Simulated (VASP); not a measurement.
# Sn8O16F (a cell with a defect) (F interstitial hop between voids) in VASP: further runs

The runs below take Sn8O16F (a cell with a defect) (F interstitial hop between voids) through single point, with r2SCAN, PBE.

Program: VASP 6.6.1. These are calculated values, not measurements. Logs are shortened: lines on timing, memory, paths and dates and some standing lists are left out, and cuts for length are marked.

### Step 1. The cell of the first run

The cell holds a defect, 25 atoms: a = 6.827 Å, b = 6.827 Å, c = 6.476 Å, α = 90.00°, β = 90.00°, γ = 90.00°.

### Step 2. Single point, r2SCAN

POSCAR

```
Sn8O16F
1.0
    4.8274600300      4.8274600300      0.0000000000
   -4.8274600300      4.8274600300      0.0000000000
    0.0000000000      0.0000000000      6.4759066800
Sn O F
8 16 1
Direct
    0.0110357400      0.4897748900      0.2418574700
    0.5024389000     -0.0017516700      0.2462928500
    0.0083786400      0.0111648900      0.0120963900
    0.4987797400      0.4979473500      0.0027043400
    0.0070348900      0.5098154000      0.7471427700
    0.4975173600     -0.0099791600      0.7496014400
   -0.0076724200      0.0013282400      0.5051804100
    0.5124012600      0.4932605100      0.5012129100
    0.0020714900      0.8073374700      0.2555022200
    0.5367570100      0.3052194900      0.2543385800
   -0.0775679700      0.1893448200      0.2722716100
    0.5082489700      0.6884923600      0.2544703000
    0.3149367500     -0.0555836000     -0.0056805100
    0.8121737200      0.5008462400     -0.0035815600
    0.1976410800      0.5660820800     -0.0136414300
    0.6952389000     -0.0057061600     -0.0042770900
   -0.0059871800      0.8166127200      0.7519694400
    0.4977025500      0.2998000000      0.7551236900
    0.0027000400      0.1997299700      0.7545572700
    0.5130844900      0.6834496200      0.7455019500
    0.3026908700      0.0047072900      0.4953745400
    0.8176022000      0.5105984400      0.5005072300
    0.2025702200      0.4929721900      0.4946630600
    0.6843588800     -0.0168577700      0.5053819300
    0.2152321700      0.2498063700      0.1131323600
```

INCAR.step1

```
PREC = Accurate
ENCUT = 520
ISMEAR = -1
SIGMA = 0.01
LREAL = Auto
LASPH = True
NELM = 100
NBANDS = 126
NELECT = 216.0
GGA = PE
ALGO = Normal
EDIFF = 1E-4
LWAVE = True
LCHARG = False
```

INCAR.step2

```
PREC = Accurate
ENCUT = 520
EDIFF = 1E-6
ISMEAR = -1
SIGMA = 0.01
LREAL = Auto
LASPH = True
NELM = 100
ALGO = Normal
ISIF = 2
LWAVE = False
LCHARG = False
METAGGA = R2SCAN
LMIXTAU = True
NBANDS = 126
NELECT = 216.0
ISTART = 1
```

KPOINTS

```
Automatic mesh
0
Gamma
  1 1 1
  0.25 0.25 0.25
```

Potentials or basis: VASP PAW PBE potentials, release 64 (Sn_d, O, F).

The run is started by

```
$ cat potpaw_PBE.64/Sn_d/POTCAR potpaw_PBE.64/O/POTCAR potpaw_PBE.64/F/POTCAR > POTCAR
$ cp INCAR.step1 INCAR
$ mpirun -np 1 vasp_std > vasp.out
$ cp INCAR.step2 INCAR
$ mpirun -np 1 vasp_std > vasp.out
```

OUTCAR:

```text
PREC = Accurate
   ENCUT = 520
   EDIFF = 1E-6
   ISMEAR = -1
   LREAL = Auto
   LASPH = True
   NELM = 100
   ISIF = 2
   METAGGA = R2SCAN
   NELECT = 216.0
   ISTART = 1

 ion  position               nearest neighbor table
   1  0.011  0.490  0.242-  14 2.09  23 2.10  22 2.14  11 2.15  15 2.15   9 2.17  25 2.31   5 3.21
                             5 3.28   3 3.59   4 3.67   7 3.75
   2  0.502  0.998  0.246-  16 2.09  24 2.09  13 2.11  10 2.11  21 2.11  12 2.12  25 2.75   6 3.22
                             6 3.26   3 3.70   7 3.74
   3  0.008  0.011  0.012-   9 2.10  19 2.11  16 2.14  13 2.15  17 2.15  11 2.16  25 2.25   7 3.20
                             7 3.29   1 3.59   2 3.70   6 3.75
   4  0.499  0.498  0.003-  12 2.09  20 2.09  18 2.10  10 2.11  15 2.11  14 2.14  25 2.67   8 3.23
                             8 3.25   1 3.67   6 3.74   5 3.74
   5  0.007  0.510  0.747-  22 2.06  15 2.06  14 2.09  17 2.10  23 2.11  19 2.12   1 3.21   1 3.28
                             7 3.70   8 3.74   4 3.74
   6  0.498  0.990  0.750-  24 2.03  13 2.04  16 2.09  20 2.10  18 2.12  21 2.12   2 3.22   2 3.26
                             7 3.73   4 3.74   3 3.75   8 3.75
   7  0.992  0.001  0.505-  17 2.04  11 2.04   9 2.09  24 2.11  19 2.11  21 2.12   3 3.20   3 3.29
                             5 3.70   6 3.73   2 3.74   1 3.75
   8  0.512  0.493  0.501-  20 2.05  10 2.06  12 2.08  22 2.09  18 2.11  23 2.12   4 3.23   4 3.25
                             5 3.74   6 3.75
   9  0.002  0.807  0.256-   7 2.09   3 2.10   1 2.17
  10  0.537  0.305  0.254-   8 2.06   2 2.11   4 2.11
  11  0.922  0.189  0.272-   7 2.04   1 2.15   3 2.16
  12  0.508  0.688  0.254-   8 2.08   4 2.09   2 2.12
  13  0.315  0.944  0.994-   6 2.04   2 2.11   3 2.15
  14  0.812  0.501  0.996-   1 2.09   5 2.09   4 2.14
[... 8 lines left out ...]
  23  0.203  0.493  0.495-   1 2.10   5 2.11   8 2.12
  24  0.684  0.983  0.505-   6 2.03   2 2.09   7 2.11
  25  0.215  0.250  0.113-   3 2.25   1 2.31   4 2.67   2 2.75

  LATTYP: Found a simple tetragonal cell.
 ALAT       =     6.8270594462
 C/A-ratio  =     0.9485645659

  Lattice vectors:

 A1 = (   4.8274600300,   4.8274600300,   0.0000000000)
 A2 = (  -4.8274600300,   4.8274600300,   0.0000000000)
 A3 = (   0.0000000000,   0.0000000000,   6.4759066800)

Analysis of symmetry for initial positions (statically):
=====================================================================
 Subroutine PRICEL returns:
 Original cell was already a primitive cell.

 Routine SETGRP: Setting up the symmetry group for a
 simple tetragonal supercell.

 Subroutine GETGRP returns: Found  1 space group operations
 (whereof  1 operations were pure point group operations)
 out of a pool of 16 trial point group operations.

The static configuration has the point symmetry C_1 .

Analysis of symmetry for dynamics (positions and initial velocities):
=====================================================================
 Subroutine PRICEL returns:
 Original cell was already a primitive cell.

 Routine SETGRP: Setting up the symmetry group for a
 simple tetragonal supercell.

 Subroutine GETGRP returns: Found  1 space group operations
 (whereof  1 operations were pure point group operations)
 out of a pool of 16 trial point group operations.

The dynamic configuration has the point symmetry C_1 .

 Subroutine INISYM returns: Found  1 space group operations
 (whereof  1 operations are pure point group operations),
 and found     1 'primitive' translations

----------------------------------------------------------------------------------------

                                     Primitive cell

  volume of cell :     301.8339

  direct lattice vectors                    reciprocal lattice vectors
     4.827460030  4.827460030  0.000000000     0.103574136  0.103574136  0.000000000
    -4.827460030  4.827460030  0.000000000    -0.103574136  0.103574136  0.000000000
     0.000000000  0.000000000  6.475906680     0.000000000  0.000000000  0.154418532

  length of vectors
     6.827059446  6.827059446  6.475906680     0.146475947  0.146475947  0.154418532

  position of ions in fractional coordinates (direct lattice)
     0.011035740  0.489774890  0.241857470
     0.502438900  0.998248330  0.246292850
     0.008378640  0.011164890  0.012096390
     0.498779740  0.497947350  0.002704340
     0.007034890  0.509815400  0.747142770
     0.497517360  0.990020840  0.749601440
[... 17 lines left out ...]
     0.684358880  0.983142230  0.505381930
     0.215232170  0.249806370  0.113132360

  ion indices of the primitive-cell ions
   primitive index   ion index
                 1           1
                 2           2
                 3           3
                 4           4
                 5           5
                 6           6
[... 17 lines left out ...]
                24          24
                25          25

----------------------------------------------------------------------------------------

 KPOINTS: Automatic mesh

Automatic generation of k-mesh.
 Grid dimensions read from file:
 generate k-points for:    1    1    1

 Generating k-lattice:

  Cartesian coordinates                     Fractional coordinates (reciprocal lattice)
     0.103574136  0.103574136  0.000000000     1.000000000  0.000000000  0.000000000
    -0.103574136  0.103574136  0.000000000     0.000000000  1.000000000  0.000000000
     0.000000000  0.000000000  0.154418532     0.000000000  0.000000000  1.000000000

  Length of vectors
     0.146475947  0.146475947  0.154418532

  Shift w.r.t. Gamma in fractional coordinates (k-lattice)
     0.250000000  0.250000000  0.250000000

 Subroutine IBZKPT returns following result:
 ===========================================

 Found      4 irreducible k-points:

 Following reciprocal coordinates:
            Coordinates               Weight
  0.250000  0.250000  0.250000      2.000000
 -0.250000  0.250000  0.250000      2.000000
 -0.250000 -0.250000  0.250000      2.000000
  0.250000 -0.250000  0.250000      2.000000
   k-points           NKPTS =      4   k-points in BZ     NKDIM =      4   number of bands    NBANDS=    126
   number of dos      NEDOS =    301   number of ions     NIONS =     25
   total plane-waves  NPLWV = 139968
   dimension x,y,z NGX =    54 NGY =   54 NGZ =   48
   dimension x,y,z NGXF=   108 NGYF=  108 NGZF=   96
   ions per type =               8  16   1
   NGX,Y,Z   is equivalent  to a cutoff of  13.15, 13.15, 12.32 a.u.
   NGXF,Y,Z  is equivalent  to a cutoff of  26.30, 26.30, 24.64 a.u.
 SYSTEM =  unknown system
   PREC   = accura    normal or accurate (medium, high low for compatibility)
   ISTART =      1    job   : 0-new  1-cont  2-samecut
   ICHARG =      0    charge: 1-file 2-atom 10-const
   ISPIN  =      1    spin polarized calculation?
   LNONCOLLINEAR =      F non collinear calculations
   LSORBIT =      F    spin-orbit coupling
   LASPH  =      T    aspherical Exc in radial PAW
   ENCUT  =  520.0 eV  38.22 Ry    6.18 a.u.  12.69 12.69 12.04*2*pi/ulx,y,z
   NELM   =    100;   NELMIN=  2; NELMDL=  0     # of ELM steps
   EDIFF  = 0.1E-05   stopping-criterion for ELM
   LREAL  =      T    real-space projection
   EDIFFG = 0.1E-04   stopping-criterion for IOM
   NSW    =      0    number of steps for IOM
   IBRION =     -1    ionic relax: 0-MD 1-quasi-New 2-CG
   NFREE  =      0    steps in history (QN), initial steepest desc. (CG)
   ISIF   =      2    stress and relaxation
   ISYM   =      2    0-nonsym 1-usesym 2-fastsym
   POTIM  = 0.5000    time-step for ionic-motion
   TEBEG  =    0.0;   TEEND  =   0.0 temperature during run
   PSTRESS=    0.0 pullay stress
   NELECT =     216.0000    total number of electrons
   NUPDOWN=      -1.0000    fix difference up-down
   EMIN   =  10.00;   EMAX   =-10.00  energy-range for DOS
   EFERMI =   0.00;   METHOD = LEGACY
   ISMEAR =    -1;   SIGMA  =   0.01  broadening in eV -4-tet -1-fermi 0-gaus
   EFERMI_NEDOS =   21; number of points for ismear=-14 and -15
   IALGO  =     38    algorithm
   IMIX   =      4    mixing-type and parameters
     AMIX     =   0.40;   BMIX     =  1.00
     AMIX_MAG =   1.60;   BMIX_MAG =  1.00
  volume/ion in A,a.u.               =      12.07        81.48
  Fermi-wavevector in a.u.,A,eV,Ry     =   1.464323  2.767168 29.174165  2.144241
  Thomas-Fermi vector in A             =   2.580312
   LORBIT       =      0    0 simple, 1 ext, 2 COOP (PROOUT), +10 PAW based schemes
   METAGGA = R2SCAN    functional components
   LHFCALC =     F    Hartree Fock is set to
   AEXX    =    0.0000 exact exchange contribution
   IVDW    =     0    specifies the selected vdW correction
   LEPSILON=     F    determine dielectric tensor
   LRPA    =     F    only Hartree local field effects (RPA)
 non-spin polarized calculation
  energy-cutoff  :      520.00
  volume of cell :      301.83
 maximum number of plane-waves:      8114
 NGX is ok and might be reduce to    50
   NGX = 25   NGY = 25   NGZ = 25

 number of electron     216.0000067 magnetization

 Free energy of the ion-electron system (eV)
  ---------------------------------------------------
  ext. energy  EPLUGINS =         0.00000000
  ---------------------------------------------------
  free energy    TOTEN  =      -334.24022778 eV

  energy without entropy =     -334.24022778  energy(sigma->0) =     -334.24022778

 E-fermi :   5.7684     XC(G=0): -11.9805

 val. band max:        5.4985731560   @ k =   0.2500   0.2500   0.2500
 cond. band min:       8.5232816338   @ k =  -0.2500   0.2500   0.2500
 fundamental gap:      3.0247084777
 Fermi energy:         5.7683547191

 k-point     1 :       0.2500    0.2500    0.2500
  band No.  band energies     occupation
      1     -17.5736      2.00000
      2     -16.2994      2.00000
      3     -16.2493      2.00000
      4     -16.2060      2.00000
      5     -16.1898      2.00000
      6     -16.0917      2.00000
[... 112 lines left out ...]
    119      13.5365      0.00000
    120      13.7320      0.00000

 k-point     2 :      -0.2500    0.2500    0.2500
  band No.  band energies     occupation
      1     -17.5736      2.00000
      2     -16.3008      2.00000
      3     -16.2537      2.00000
      4     -16.2075      2.00000
      5     -16.1809      2.00000
      6     -16.0914      2.00000
[... 112 lines left out ...]
    119      13.5769      0.00000
    120      13.7008      0.00000

 k-point     3 :      -0.2500   -0.2500    0.2500
  band No.  band energies     occupation
      1     -17.5735      2.00000
      2     -16.2926      2.00000
      3     -16.2612      2.00000
      4     -16.2025      2.00000
      5     -16.1842      2.00000
      6     -16.1078      2.00000
[... 112 lines left out ...]
    119      13.5370      0.00000
    120      13.7042      0.00000

 k-point     4 :       0.2500   -0.2500    0.2500
  band No.  band energies     occupation
      1     -17.5736      2.00000
      2     -16.2904      2.00000
      3     -16.2556      2.00000
      4     -16.2068      2.00000
      5     -16.1922      2.00000
      6     -16.1023      2.00000
[... 112 lines left out ...]
    119      13.5589      0.00000
    120      13.6948      0.00000
 [bands above 120 left out]

------------------------ aborting loop because EDIFF is reached ----------------------------------------

  FORCE on cell =-STRESS in cart. coord.  units (eV):
  Direction    XX          YY          ZZ          XY          YZ          ZX
  --------------------------------------------------------------------------------------
  -------------------------------------------------------------------------------------
  Total        4.4248606      4.3545363      0.7275024     -0.1064560     -2.0513825     -0.0762434
  in kB       23.4877938     23.1145020      3.8616869     -0.5650837    -10.8890323     -0.4047111
  external PRESSURE =      16.8213276 kB  Pullay stress =       0.0000000 kB

 VOLUME and BASIS-vectors are now :
 -----------------------------------------------------------------------------
  energy-cutoff  :      520.00
  volume of cell :      301.83
      direct lattice vectors                 reciprocal lattice vectors
     4.827460030  4.827460030  0.000000000     0.103574136  0.103574136  0.000000000
    -4.827460030  4.827460030  0.000000000    -0.103574136  0.103574136  0.000000000
     0.000000000  0.000000000  6.475906680     0.000000000  0.000000000  0.154418532

 POSITION                                       TOTAL-FORCE (eV/Angst)
 -----------------------------------------------------------------------------------
     -2.31109      2.41764      1.56625        -0.071009     -0.021373     -0.004057
     -2.39350      7.24451      1.59497         0.074254      0.000162     -0.009486
     -0.01345      0.09435      0.07834         0.038850     -0.078560     -0.012783
      0.00402      4.81166      0.01751        -0.060423      0.089907      0.019639
     -2.42715      2.49507      4.83843        -0.103697      0.032600      0.018264
     -2.37754      7.18103      4.85435         0.105463     -0.036179      0.012891
[... 17 lines left out ...]
     -1.44236      8.04979      3.27281        -0.070740      0.047644      0.033559
     -0.16691      2.24495      0.73263        -0.092808     -0.069317      0.022533
 -----------------------------------------------------------------------------------
    total drift:                                0.031145     -0.004433      0.000507

  FREE ENERGIE OF THE ION-ELECTRON SYSTEM (eV)
  ---------------------------------------------------
  free  energy   TOTEN  =      -334.2402277818 eV

  energy  without entropy=     -334.2402277818  energy(sigma->0) =     -334.24022778
```

Wall time 6.4 min (1 thread of Intel Xeon 6975P-C (Granite Rapids), shared host); peak memory 0.44 GiB.

What came out:

```
Free energy   : -334.2402 eV
Largest force : 0.308 eV/Å
```

Forces on the atoms (eV/Å):
```
Sn  -0.071 -0.021 -0.004
Sn   0.074  0.000 -0.009
Sn   0.039 -0.079 -0.013
Sn  -0.060  0.090  0.020
Sn  -0.104  0.033  0.018
Sn   0.105 -0.036  0.013
Sn  -0.037 -0.104 -0.006
Sn   0.014  0.093 -0.042
O   -0.056  0.042  0.007
O   -0.116 -0.104 -0.004
O    0.218  0.209 -0.008
O    0.029 -0.036  0.010
O   -0.151  0.182 -0.047
O    0.038 -0.032 -0.016
O    0.207 -0.226  0.034
O   -0.020 -0.002  0.007
O   -0.004  0.036 -0.056
O    0.011 -0.006 -0.014
O    0.023  0.035  0.023
O    0.009 -0.037  0.003
O   -0.004  0.002 -0.009
O    0.045 -0.007  0.057
O   -0.025 -0.006 -0.021
O   -0.071  0.048  0.034
F   -0.093 -0.069  0.023
```

Caveat: the k points lie up to 0.97 Å⁻¹ apart; the cell carries a net charge on a neutralising background, which shifts energy and pressure; the cell is charged against a uniform background, so pressure and absolute levels hang on convention; the PAW data sets were made with another functional, which shifts forces and pressure a little; spin-orbit coupling is left out, which moves the levels of the heavy elements.

(Continued in part 2 of 3.)
